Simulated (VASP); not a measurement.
# Au: single point with LDA

The system is Au, a slab with vacuum.

```
CELL_PARAMETERS angstrom
2.86261 0.00000 0.00000
0.00000 2.86261 0.00000
0.00000 0.00000 24.09670
ATOMIC_POSITIONS crystal
Au 0.00000 0.00000 0.33363
Au 0.50000 0.50000 0.41618
Au 0.00000 0.00000 0.50000
Au 0.50000 0.50000 0.58382
Au 0.00000 0.00000 0.66637
```

| Property | Result |
| --- | --- |
| Program | VASP 6.6.1 |
| Task | single point |
| Functional | LDA |
| Potentials or basis | VASP PAW LDA potentials, release 64 (Au) |
| Cutoff | 520 eV |
| k mesh | 11 × 11 × 1 |
| Occupations | fermi-dirac, width 0.05 eV |
| Spin | no spin polarisation |

```json
{
 "Largest force": "0.033 eV/Å",
 "Band gap on the k mesh": "zero (an odd number of electrons rules out a gap without spin polarisation)"
}
```

Forces in eV/Å, atoms in the order of the input:
```
Au   0.000  0.000 -0.033
Au   0.000  0.000 -0.001
Au   0.000  0.000 -0.001
Au   0.000  0.000  0.006
Au   0.000  0.000  0.028
```

Levels at points of the mesh, in eV from the Fermi level:
```
           k point  band 24  band 25  band 26  band 27  band 28  band 29  band 30  band 31  band 32  band 33
(0.00, 0.00, 0.00)    -2.17    -2.17    -1.90    -1.83    -1.68    -1.68    -0.07     1.29     5.00     5.65
```

Run time: 2.9 min on 1 thread of Intel(R) Xeon(R) 6975P-C (Granite Rapids), on a shared host, peak memory 0.3 GiB.

Caveat: spin-orbit coupling is left out, which moves the levels of the heavy elements.
